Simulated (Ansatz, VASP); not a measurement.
## One calculation of MgS, two programs

```
Mg S
1.0
     0.00000    2.83088    2.83088
     2.83088    0.00000    2.83088
     2.83088    2.83088    0.00000
Mg S
1 1
Direct
  0.00000 0.00000 0.00000
  0.25000 0.25000 0.25000
```

Alike in both runs: task single point; functional PBEsol; k mesh 6 × 6 × 6; no spin polarisation.

```csv
,VASP,Ansatz
version,VASP 6.6.1,Ansatz 0.2.0
potentials or method,"VASP PAW PBE potentials, release 64 (Mg, S)",plane waves
plane-wave cutoff (eV),600,420
occupations,"gaussian, width 0.01 eV",fixed
valence electrons in the cell,8,16
```

VASP gave:

* gap on the k mesh at the Fermi level (eV): 3.30
* pressure (GPa): -0.4

Problem. Which values does Ansatz return?

Solution. gap on the k mesh at the Fermi level (eV): 3.29; pressure (GPa): -0.3.

VASP's potentials were made for PBE, not for PBEsol. VASP's potentials hold 8 valence electrons a cell and Ansatz's 16, so a difference there can come from the potentials and not from the codes.
